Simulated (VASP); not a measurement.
A run of VASP 6.6.1 is set up as follows.

The input INCAR:

```
SYSTEM = CdSe
PREC = Accurate
ENCUT = 520
EDIFF = 1E-7
ISMEAR = 0
SIGMA = 0.01
LREAL = .False.
LASPH = .True.
NELM = 80
ALGO = Normal
ISIF = 2
LWAVE = .False.
LCHARG = .False.
GGA = PE
NBANDS = 26
```

The input KPOINTS:

```
Automatic mesh
0
Gamma
  6 6 4
  0 0 0
```

Contents of POSCAR:

```
CdSe
1.0
    4.6022437331      0.0000000000      0.0000000000
   -2.3011218665      3.9856599873      0.0000000000
    0.0000000000      0.0000000000      6.0016225191
Cd Se
2 2
Direct
    0.3333333333      0.6666666667      0.2500000000
    0.6666666667      0.3333333333      0.7500000000
    0.6666666667      0.3333333333      0.2500000000
    0.3333333333      0.6666666667      0.7500000000
```

Potentials or basis: VASP PAW PBE potentials, release 64 (Cd, Se).

The run is started by

```bash
$ cat potpaw_PBE.64/Cd/POTCAR potpaw_PBE.64/Se/POTCAR > POTCAR
$ mpirun -np 1 vasp_std > vasp.out
```

Problem. Estimate the pressure.

Solution. 1.8 GPa.

Problem. Predict the band gap on the k mesh.

Solution. 0.23 eV, indirect (least direct gap 0.43 eV).

Stress tensor (GPa, compression positive):
```
1.88 0.00 0.00
0.00 1.88 0.00
0.00 0.00 1.52
```

A k mesh can miss the band edges.
